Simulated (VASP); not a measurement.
# C (Fd-3m) in VASP: a series of runs

Runs on C. Level: LDA. Tasks: single point.

All numbers are computed with VASP 6.6.1; they aren't measurements. Logs are shortened: lines on timing, memory, paths and dates and some standing lists are left out, and cuts for length are marked.

### 1 The cell of the first run

Symmetry: Fd-3m, No. 227, cubic system. The conventional cell has a = 3.555 Å, b = 3.555 Å, c = 3.555 Å, α = 90.00°, β = 90.00°, γ = 90.00°. Within 2.1 Å of C (site symmetry -43m) lie 4 C at 1.54 Å.

### 2 Single point, LDA (5.62 Å³/atom)

INCAR

```
SYSTEM = C
  ALGO = Normal
  EDIFF = 1E-6
  ENCUT = 1300
  GGA = CA
  GGA_COMPAT = .False.
  ISIF = 2
  ISMEAR = 0
  LASPH = .True.
  LCHARG = .False.
  LREAL = .False.
  LWAVE = .False.
  NBANDS = 11
  NELM = 120
  PREC = Accurate
  SIGMA = 0.01
```

KPOINTS

```
k-points
0
Gamma
  12 12 12
  0 0 0
```

POSCAR

```
C
1.0
    0.0000000000      1.7775635585      1.7775635585
    1.7775635585      0.0000000000      1.7775635585
    1.7775635585      1.7775635585      0.0000000000
C
2
Direct
    0.5000000000      0.5000000000      0.5000000000
    0.7500000000      0.7500000000      0.7500000000
```

Potentials or basis: VASP PAW LDA potentials, release 64 (C_h).

Command:

```
$ cat potpaw_LDA.64/C_h/POTCAR > POTCAR
$ mpirun -np 1 vasp_std > vasp.out
```

OUTCAR:

```text
SYSTEM = C
   EDIFF = 1E-6
   ENCUT = 1300
   GGA = CA
   ISIF = 2
   ISMEAR = 0
   LASPH = .True.
   LREAL = .False.
   NELM = 120
   PREC = Accurate

 ion  position               nearest neighbor table
   1  0.500  0.500  0.500-
   2  0.750  0.750  0.750-

  LATTYP: Found a face centered cubic cell.
 ALAT       =     3.5551271170

  Lattice vectors:

 A1 = (   0.0000000000,   1.7775635585,   1.7775635585)
 A2 = (   1.7775635585,   0.0000000000,   1.7775635585)
 A3 = (   1.7775635585,   1.7775635585,   0.0000000000)

Analysis of symmetry for initial positions (statically):
=====================================================================
 Subroutine PRICEL returns:
 Original cell was already a primitive cell.

 Routine SETGRP: Setting up the symmetry group for a
 face centered cubic supercell.

 Subroutine GETGRP returns: Found 48 space group operations
 (whereof 24 operations were pure point group operations)
 out of a pool of 48 trial point group operations.

The static configuration has the point symmetry T_d .
 The point group associated with its full space group is O_h .

Analysis of symmetry for dynamics (positions and initial velocities):
=====================================================================
 Subroutine PRICEL returns:
 Original cell was already a primitive cell.

 Routine SETGRP: Setting up the symmetry group for a
 face centered cubic supercell.

 Subroutine GETGRP returns: Found 48 space group operations
 (whereof 24 operations were pure point group operations)
 out of a pool of 48 trial point group operations.

The dynamic configuration has the point symmetry T_d .
 The point group associated with its full space group is O_h .

 Subroutine INISYM returns: Found 48 space group operations
 (whereof 24 operations are pure point group operations),
 and found     1 'primitive' translations

----------------------------------------------------------------------------------------

                                     Primitive cell

  volume of cell :      11.2332

  direct lattice vectors                    reciprocal lattice vectors
     0.000000000  1.777563559  1.777563559    -0.281283894  0.281283894  0.281283894
     1.777563559  0.000000000  1.777563559     0.281283894 -0.281283894  0.281283894
     1.777563559  1.777563559  0.000000000     0.281283894  0.281283894 -0.281283894

  length of vectors
     2.513854492  2.513854492  2.513854492     0.487197996  0.487197996  0.487197996

  position of ions in fractional coordinates (direct lattice)
     0.500000000  0.500000000  0.500000000
     0.750000000  0.750000000  0.750000000

  ion indices of the primitive-cell ions
   primitive index   ion index
                 1           1
                 2           2

----------------------------------------------------------------------------------------

 KPOINTS: k-points

Automatic generation of k-mesh.
 Grid dimensions read from file:
 generate k-points for:   12   12   12

 Generating k-lattice:

  Cartesian coordinates                     Fractional coordinates (reciprocal lattice)
    -0.023440325  0.023440325  0.023440325     0.083333333  0.000000000  0.000000000
     0.023440325 -0.023440325  0.023440325     0.000000000  0.083333333  0.000000000
     0.023440325  0.023440325 -0.023440325     0.000000000  0.000000000  0.083333333

  Length of vectors
     0.040599833  0.040599833  0.040599833

  Shift w.r.t. Gamma in fractional coordinates (k-lattice)
     0.000000000  0.000000000  0.000000000

 Subroutine IBZKPT returns following result:
 ===========================================

 Found     72 irreducible k-points:

 Following reciprocal coordinates:
            Coordinates               Weight
  0.000000  0.000000  0.000000      1.000000
  0.083333  0.000000  0.000000      8.000000
  0.166667  0.000000  0.000000      8.000000
  0.250000  0.000000  0.000000      8.000000
  0.333333  0.000000  0.000000      8.000000
  0.416667  0.000000  0.000000      8.000000
[... 16 lines left out ...]
  0.500000  0.166667  0.000000     24.000000
 -0.416667  0.166667  0.000000     24.000000
 [... further k-points ...]
   k-points           NKPTS =     72   k-points in BZ     NKDIM =     72   number of bands    NBANDS=     11
   number of dos      NEDOS =    301   number of ions     NIONS =      2
   total plane-waves  NPLWV =  27000
   dimension x,y,z NGX =    30 NGY =   30 NGZ =   30
   dimension x,y,z NGXF=    60 NGYF=   60 NGZF=   60
   ions per type =               2
   NGX,Y,Z   is equivalent  to a cutoff of  19.84, 19.84, 19.84 a.u.
   NGXF,Y,Z  is equivalent  to a cutoff of  39.68, 39.68, 39.68 a.u.
 SYSTEM =  C
   PREC   = accura    normal or accurate (medium, high low for compatibility)
   ISTART =      0    job   : 0-new  1-cont  2-samecut
   ICHARG =      2    charge: 1-file 2-atom 10-const
   ISPIN  =      1    spin polarized calculation?
   LNONCOLLINEAR =      F non collinear calculations
   LSORBIT =      F    spin-orbit coupling
   LASPH  =      T    aspherical Exc in radial PAW
   ENCUT  = 1300.0 eV  95.55 Ry    9.77 a.u.   7.39  7.39  7.39*2*pi/ulx,y,z
   NELM   =    120;   NELMIN=  2; NELMDL= -5     # of ELM steps
   EDIFF  = 0.1E-05   stopping-criterion for ELM
   LREAL  =      F    real-space projection
   EDIFFG = 0.1E-04   stopping-criterion for IOM
   NSW    =      0    number of steps for IOM
   IBRION =     -1    ionic relax: 0-MD 1-quasi-New 2-CG
   NFREE  =      0    steps in history (QN), initial steepest desc. (CG)
   ISIF   =      2    stress and relaxation
   ISYM   =      2    0-nonsym 1-usesym 2-fastsym
   POTIM  = 0.5000    time-step for ionic-motion
   TEBEG  =    0.0;   TEEND  =   0.0 temperature during run
   PSTRESS=    0.0 pullay stress
   NELECT =       8.0000    total number of electrons
   NUPDOWN=      -1.0000    fix difference up-down
   EMIN   =  10.00;   EMAX   =-10.00  energy-range for DOS
   EFERMI =   0.00;   METHOD = LEGACY
   ISMEAR =     0;   SIGMA  =   0.01  broadening in eV -4-tet -1-fermi 0-gaus
   EFERMI_NEDOS =   21; number of points for ismear=-14 and -15
   IALGO  =     38    algorithm
   IMIX   =      4    mixing-type and parameters
     AMIX     =   0.40;   BMIX     =  1.00
     AMIX_MAG =   1.60;   BMIX_MAG =  1.00
  volume/ion in A,a.u.               =       5.62        37.90
  Fermi-wavevector in a.u.,A,eV,Ry     =   1.461963  2.762709 29.080216  2.137336
  Thomas-Fermi vector in A             =   2.578232
   LORBIT       =      0    0 simple, 1 ext, 2 COOP (PROOUT), +10 PAW based schemes
   GGA     = CA    functional components
   LHFCALC =     F    Hartree Fock is set to
   AEXX    =    0.0000 exact exchange contribution
   IVDW    =     0    specifies the selected vdW correction
   LEPSILON=     F    determine dielectric tensor
   LRPA    =     F    only Hartree local field effects (RPA)
 non-spin polarized calculation
 Gauss-broadening in eV      SIGMA  =   0.01
  energy-cutoff  :     1300.00
  volume of cell :       11.23
 maximum number of plane-waves:      1243
 NGX is ok and might be reduce to    30
   NGX = 15   NGY = 15   NGZ = 15

 number of electron       8.0000000 magnetization

 Free energy of the ion-electron system (eV)
  ---------------------------------------------------
  ext. energy  EPLUGINS =         0.00000000
  ---------------------------------------------------
  free energy    TOTEN  =       -20.26280628 eV

  energy without entropy =      -20.26280628  energy(sigma->0) =      -20.26280628

 E-fermi :  11.1028     XC(G=0): -13.6985

 val. band max:       11.0203664014   @ k =   0.0000   0.0000   0.0000
 cond. band min:      15.1697316847   @ k =   0.3333   0.3333   0.0000
 fundamental gap:      4.1493652833
 Fermi energy:        11.1027789688

 k-point     1 :       0.0000    0.0000    0.0000
  band No.  band energies     occupation
      1     -10.4299      2.00000
      2      11.0204      2.00000
      3      11.0204      2.00000
      4      11.0204      2.00000
      5      16.5912      0.00000
      6      16.5912      0.00000
      7      16.5912      0.00000
      8      24.7933      0.00000
      9      30.1548      0.00000
     10      37.7497      0.00000
     11      37.7497      0.00000

 k-point     2 :       0.0833    0.0000    0.0000
  band No.  band energies     occupation
      1     -10.2366      2.00000
      2       9.7987      2.00000
      3      10.6951      2.00000
      4      10.6951      2.00000
      5      17.0164      0.00000
      6      17.0164      0.00000
      7      17.3206      0.00000
      8      24.9177      0.00000
      9      30.4648      0.00000
     10      35.4663      0.00000
     11      35.4663      0.00000

 k-point     3 :       0.1667    0.0000    0.0000
  band No.  band energies     occupation
      1      -9.6589      2.00000
      2       7.2741      2.00000
      3       9.9898      2.00000
      4       9.9898      2.00000
      5      17.9376      0.00000
      6      17.9376      0.00000
      7      18.4649      0.00000
      8      25.2717      0.00000
      9      31.1136      0.00000
     10      33.8458      0.00000
     11      33.8458      0.00000
[... 267 lines left out ...]
 k-point    23 :       0.5000    0.1667    0.0000
  band No.  band energies     occupation
      1      -4.6043      2.00000
      2      -1.0241      2.00000
      3       6.0405      2.00000
      4       7.0247      2.00000
      5      18.0970      0.00000
      6      21.7185      0.00000
      7      22.4211      0.00000
      8      25.2291      0.00000
      9      30.9625      0.00000
     10      34.7405      0.00000
     11      37.5749      0.00000

 k-point    24 :      -0.4167    0.1667    0.0000
  band No.  band energies     occupation
      1      -4.1467      2.00000
      2      -1.5683      2.00000
      3       5.5468      2.00000
      4       7.4076      2.00000
      5      18.5366      0.00000
      6      21.2291      0.00000
      7      22.4009      0.00000
      8      26.3780      0.00000
      9      30.2858      0.00000
     10      35.1829      0.00000
     11      35.4480      0.00000

 [... further k-points ...]

------------------------ aborting loop because EDIFF is reached ----------------------------------------

  FORCE on cell =-STRESS in cart. coord.  units (eV):
  Direction    XX          YY          ZZ          XY          YZ          ZX
  --------------------------------------------------------------------------------------
  -------------------------------------------------------------------------------------
  Total       -0.5650284     -0.5650284     -0.5650284      0.0000000      0.0000000      0.0000000
  in kB      -80.5889467    -80.5889467    -80.5889467      0.0000000      0.0000000      0.0000000
  external PRESSURE =     -80.5889467 kB  Pullay stress =       0.0000000 kB

 VOLUME and BASIS-vectors are now :
 -----------------------------------------------------------------------------
  energy-cutoff  :     1300.00
  volume of cell :       11.23
      direct lattice vectors                 reciprocal lattice vectors
     0.000000000  1.777563559  1.777563559    -0.281283894  0.281283894  0.281283894
     1.777563559  0.000000000  1.777563559     0.281283894 -0.281283894  0.281283894
     1.777563559  1.777563559  0.000000000     0.281283894  0.281283894 -0.281283894

 POSITION                                       TOTAL-FORCE (eV/Angst)
 -----------------------------------------------------------------------------------
      1.77756      1.77756      1.77756         0.000000      0.000000      0.000000
      2.66635      2.66635      2.66635        -0.000000     -0.000000     -0.000000
 -----------------------------------------------------------------------------------
    total drift:                                0.000000     -0.000000     -0.000000

  FREE ENERGIE OF THE ION-ELECTRON SYSTEM (eV)
  ---------------------------------------------------
  free  energy   TOTEN  =       -20.2628062759 eV

  energy  without entropy=      -20.2628062759  energy(sigma->0) =      -20.26280628
```

It took 13 s on 1 thread of Intel Xeon 6975P-C (Granite Rapids), shared host; peak memory 0.15 GiB.

What came out:

* Free energy: -20.2628 eV
* Pressure: -8.1 GPa
* Band gap on the k mesh: 4.15 eV (least direct gap 5.57 eV)

Levels at points of the mesh, in eV from the valence-band top:
```
           k point  band 2  band 3  band 4  band 5  band 6  band 7
(0.00, 0.00, 0.00)    0.00    0.00    0.00    5.57    5.57    5.57
(0.50, 0.00, 0.00)  -13.47   -2.81   -2.81    8.43    8.43    9.14
(0.50, 0.50, 0.00)  -12.68   -6.35   -6.35    4.73    4.73   16.77
```

Caveat: the cell stands under tension. A k mesh can miss the band edges.

### 3 Single point, LDA

This run uses another cell than the first one, of 5.51 Å³/atom.

INCAR

```
PREC = Accurate
ENCUT = 1300
EDIFF = 1E-6
ISMEAR = 0
SIGMA = 0.01
LREAL = F
LASPH = T
NELM = 120
ALGO = Normal
ISIF = 2
LWAVE = F
LCHARG = F
NBANDS = 11
GGA_COMPAT = F
```

KPOINTS

```
regular mesh
0
Gamma
  12 12 12
```

POSCAR

```
C
1.0
    0.0000000000      1.7658687228      1.7658687228
    1.7658687228      0.0000000000      1.7658687228
    1.7658687228      1.7658687228      0.0000000000
C
2
Direct
    0.5000000000      0.5000000000      0.5000000000
    0.7500000000      0.7500000000      0.7500000000
```

Potentials or basis: VASP PAW LDA potentials, release 64 (C_h).

Command:

```
$ cat potpaw_LDA.64/C_h/POTCAR > POTCAR
$ mpirun -np 1 vasp_std > vasp.out
```

Run time: 13 s. Hardware: 1 thread of Intel Xeon 6975P-C (Granite Rapids), shared host; peak memory 0.15 GiB.

Results (log left out):

```yaml
Free_energy: -20.2675 eV
Pressure: 0.9 GPa
Band_gap_on_the_k_mesh: 4.20 eV (least direct gap 5.63 eV)
```

Levels at points of the mesh, in eV from the valence-band top:
```csv
k point,band 2,band 3,band 4,band 5,band 6,band 7
"(0.00, 0.00, 0.00)",0.00,0.00,0.00,5.63,5.63,5.63
"(0.50, 0.00, 0.00)",-13.69,-2.87,-2.87,8.51,8.51,9.42
"(0.50, 0.50, 0.00)",-12.82,-6.47,-6.47,4.77,4.77,17.07
```

### 4 Single point, LDA (5.40 Å³/atom)

This run uses another cell than the first one, of 5.40 Å³/atom.

INCAR

```
  PREC = Accurate
  ENCUT = 1300
  EDIFF = 1E-6
  ISMEAR = 0
  SIGMA = 0.01
  LREAL = F
  LASPH = T
  NELM = 120
  ALGO = Normal
  ISIF = 2
  LWAVE = F
  LCHARG = F
  NBANDS = 11
  GGA_COMPAT = F
```

KPOINTS is that of step 3.

POSCAR

```
C
1.0
    0.0000000000      1.7540168978      1.7540168978
    1.7540168978      0.0000000000      1.7540168978
    1.7540168978      1.7540168978      0.0000000000
C
2
Direct
    0.5000000000      0.5000000000      0.5000000000
    0.7500000000      0.7500000000      0.7500000000
```

Command:

```
$ cat potpaw_LDA.64/C_h/POTCAR > POTCAR
$ mpirun -np 1 vasp_std > vasp.out
```

Run time: 12 s. Hardware: 1 thread of Intel Xeon 6975P-C (Granite Rapids), shared host; peak memory 0.15 GiB.

Results (log left out):

- Free energy: -20.2592 eV
- Pressure: 10.8 GPa
- Band gap on the k mesh: 4.25 eV (least direct gap 5.68 eV)

Levels at points of the mesh, in eV from the valence-band top:
```csv
k point,band 1,band 2,band 3,band 4,band 5,band 6,band 7,band 8,band 9
"(0.00, 0.00, 0.00)",-21.99,0.00,0.00,0.00,5.68,5.68,5.68,14.70,19.67
"(0.50, 0.00, 0.00)",-15.86,-13.92,-2.92,-2.92,8.60,8.60,9.70,15.85,22.26
"(0.50, 0.50, 0.00)",-12.97,-12.97,-6.60,-6.60,4.82,4.82,17.39,17.39,23.87
```

Caveat: the cell stands under pressure. A k mesh can miss the band edges.

### 5 Overview

| cell | gap on the mesh (eV) | pressure (GPa) |
| --- | --- | --- |
| a = 2.514 Å, angles 60.0°, 2 atoms | 4.15 | -8.1 |
| a = 2.497 Å, angles 60.0°, 2 atoms | 4.20 | 0.9 |
| a = 2.481 Å, angles 60.0°, 2 atoms | 4.25 | 10.8 |

Alike in all rows: task single point; level LDA; potentials or basis VASP PAW LDA potentials, release 64 (C_h); no spin polarisation; k mesh 12 × 12 × 12; cutoff (eV) 1300; smearing gaussian 0.01 eV.

Caveats: the cell stands under tension (at least some runs); the cell stands under pressure (at least some runs).

Total energies depend on the potentials used, so only differences within one code and one set of settings carry meaning.
